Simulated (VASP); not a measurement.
A run of VASP 6.6.1:

File INCAR:

```
SYSTEM = Rh
ALGO     = Normal         ! electronic algorithm
EDIFF    = 1E-6           ! SCF threshold, eV
ENCUT    = 520            ! plane-wave cutoff, eV
GGA      = PE             ! functional
ISIF     = 2              ! what is computed and relaxed
ISMEAR   = 0              ! smearing method
IVDW     = 12             ! dispersion correction
LASPH    = .TRUE.         ! aspherical terms in the spheres
LCHARG   = .TRUE.         ! write CHGCAR
LELF     = .TRUE.         ! ELF
LREAL    = .FALSE.        ! projectors in reciprocal space
LVHAR    = .TRUE.       
LWAVE    = .FALSE.        ! write WAVECAR
NBANDS   = 14             ! bands
NELM     = 80             ! most SCF steps
PREC     = Accurate       ! precision mode
SIGMA    = 0.05           ! smearing width, eV
```

File KPOINTS:

```
k-points
0
G
  19 19 19
  0 0 0
```

File POSCAR:

```
Rh
1.0
    2.4700000000      0.0000000000      0.0000000000
    0.0000000000      2.4700000000      0.0000000000
    0.0000000000      0.0000000000      2.4700000000
Rh
1
Direct
    0.0000000000      0.0000000000      0.0000000000
```

Potentials or basis: VASP PAW PBE potentials, release 64 (Rh_pv).

The run is started by

```console
$ cat potpaw_PBE.64/Rh_pv/POTCAR > POTCAR
$ mpirun -np 1 vasp_std > vasp.out
```

Hardware: 1 thread of AMD EPYC 7571, on a shared host.

Question: Estimate the wall time of this run.

Answer: It took 47 s on 1 thread of AMD EPYC 7571, on a shared host, peak memory 0.13 GiB. Counts: scf iterations 11, k points 220.
